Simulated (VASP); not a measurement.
Write the native input for VASP 6.6.1 that does the following.

| Item | Value |
| --- | --- |
| Task | relaxation of cell and atoms |
| Functional | RPBE |
| Potentials or basis | VASP PAW PBE potentials, release 64 (B, N) |
| Cutoff | 600 eV |
| k mesh | 10 × 10 × 10 |
| Occupations | gaussian, width 0.01 eV |
| Spin | no spin polarisation |
| Dipole correction | no |
| Further INCAR settings | ALGO = Normal; EDIFF = 1e-07; IBRION = 2; EDIFFG = -0.05; NSW = 100; ISIF = 3 |

The structure of BN (Qingsongite) lies in POSCAR:

```
BN
1.0
    0.0000000000      1.8075000000      1.8075000000
    1.8075000000      0.0000000000      1.8075000000
    1.8075000000      1.8075000000      0.0000000000
B N
1 1
Direct
    0.0000000000      0.0000000000      0.0000000000
    0.2500000000      0.2500000000      0.2500000000
```

These files were run (other wordings do the same):

INCAR

```
SYSTEM = BN
PREC = Accurate
ENCUT = 600
EDIFF = 1E-7
ISMEAR = 0
SIGMA = 0.01
LREAL = .FALSE.
LASPH = .TRUE.
NELM = 100
ALGO = Normal
ISIF = 3
LWAVE = .FALSE.
LCHARG = .FALSE.
GGA = RP
IBRION = 2
NSW = 100
EDIFFG = -0.05
```

KPOINTS

```
regular mesh
0
G
  10 10 10
  0 0 0
```

Potentials or basis: VASP PAW PBE potentials, release 64 (B, N).

Launch:

```console
$ cat potpaw_PBE.64/B/POTCAR potpaw_PBE.64/N/POTCAR > POTCAR
$ mpirun -np 1 vasp_std > vasp.out
```

Results of the run:

```
Relaxed volume                         : 6.05 Å³/atom
Relaxed cell                           : a = 2.577 Å, b = 2.577 Å, c = 2.577 Å, α = 60.00°, β = 60.00°, γ = 60.00°
Space group after relaxing (to 0.05 Å) : F-43m (No. 216)
Energy gained by relaxing              : 3.9 meV/atom
Ionic steps                            : 3
Pressure after relaxing                : 0.0 GPa
Band gap on the k mesh                 : 4.47 eV, indirect (least direct gap 8.76 eV)
```

Caveat: the PAW data sets were made with another functional, which shifts forces and pressure a little.

Wall time 8.9 s on 1 thread of Intel(R) Xeon(R) Platinum 8488C (Sapphire Rapids) (shared host), peak memory 0.12 GiB.
